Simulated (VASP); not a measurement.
# GaN: single point with r2SCAN

The system is GaN.

```
Ga N
1.0
     1.59155   -2.75664    0.00000
     0.00000    0.00000   -5.18360
     9.70845    5.23762    0.00000
Ga N
8 8
Direct
  0.41667 0.00089 0.83333
  0.99167 0.00089 0.08333
  0.46667 0.00089 0.33333
  0.94167 0.00089 0.58333
  0.90833 0.50089 0.91667
  0.48333 0.50089 0.16667
  0.95833 0.50089 0.41667
  0.43333 0.50089 0.66667
  0.41667 0.62411 0.83333
  0.99167 0.62411 0.08333
  0.46667 0.62411 0.33333
  0.94167 0.62411 0.58333
  0.90833 0.12411 0.91667
  0.48333 0.12411 0.16667
  0.95833 0.12411 0.41667
  0.43333 0.12411 0.66667
```

This cell differs from its parent crystal: the part above a cut slid along it.

| Item | Value |
| --- | --- |
| Program | VASP 6.6.1 |
| Task | single point |
| Functional | r2SCAN |
| Potentials or basis | VASP PAW PBE potentials, release 64 (Ga_d, N) |
| Cutoff | 520 eV |
| k mesh | 8 × 5 × 3 |
| Occupations | gaussian, width 0.05 eV |
| Spin | no spin polarisation |
| Dipole correction | no |
| Further INCAR settings | LREAL = Auto; ALGO = Normal; EDIFF = 1e-06; NBANDS = 86 |

* Pressure: 0.9 GPa
* Largest force: 0.466 eV/Å
* Band gap on the k mesh: 2.21 eV

Forces on the atoms (eV/Å):
```
Ga  -0.034 -0.081  0.018
Ga  -0.313  0.303 -0.022
Ga  -0.004  0.025  0.012
Ga  -0.002  0.001  0.010
Ga   0.313 -0.303 -0.022
Ga   0.034  0.081  0.018
Ga   0.002 -0.001  0.010
Ga   0.004 -0.025  0.012
N    0.067 -0.196 -0.018
N   -0.364  0.291  0.020
N   -0.016  0.044 -0.011
N    0.008 -0.011 -0.009
N    0.364 -0.291  0.020
N   -0.067  0.196 -0.018
N   -0.008  0.011 -0.009
N    0.016 -0.044 -0.011
```

Stress tensor (GPa, compression positive):
```
-1.51  1.71  0.00
 1.71  3.29  0.00
 0.00  0.00  0.84
```

Levels at points of the mesh, in eV from the valence-band top:
| k point | band 69 | band 70 | band 71 | band 72 | band 73 | band 74 | band 75 | band 76 |
| --- | --- | --- | --- | --- | --- | --- | --- | --- |
| (0.00, 0.00, 0.00) | -0.59 | -0.18 | -0.14 | 0.00 | 2.21 | 4.63 | 4.64 | 4.68 |
| (0.50, 0.00, 0.00) | -2.05 | -2.03 | -1.26 | -0.96 | 5.07 | 5.67 | 5.74 | 6.09 |

Run time: 21 min on 1 thread of Intel(R) Xeon(R) 6975P-C (Granite Rapids), with other jobs on the host, peak memory 0.53 GiB.

Caveat: the cell differs from its parent crystal (the part above a cut slid along it); the PAW data sets were made with another functional, which shifts forces and pressure a little.
